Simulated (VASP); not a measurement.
# Ni: single point with LDA

Ni:

```
Ni
1.0
     0.00000    1.76194    1.76194
     1.76194    0.00000    1.76194
     1.76194    1.76194    0.00000
Ni
1
Direct
  0.00000 0.00000 0.00000
```

* Program: VASP 6.6.1
* Task: single point
* Functional: LDA
* Potentials or basis: VASP PAW LDA potentials, release 64 (Ni)
* Cutoff: 520 eV
* k mesh: 16 × 16 × 16
* Occupations: fermi-dirac, width 0.1 eV
* Spin: collinear spin, zero start
* Starting moments: [0.0] μB
* Fixed moment: 0 μB
* Dipole correction: no
* Further INCAR settings: ALGO = Normal; EDIFF = 1e-07; NBANDS = 15

| Property | Result |
| --- | --- |
| Pressure | -18.1 GPa |
| Net moment | 0.00 μB per cell |
| Valence electrons inside the program's atomic spheres | Ni 9.31 |

Wall time 110 s on 1 thread of AMD EPYC 7R13 (shared host), peak memory 0.12 GiB.

Caveat: the total moment is fixed, so each spin has its own Fermi level.
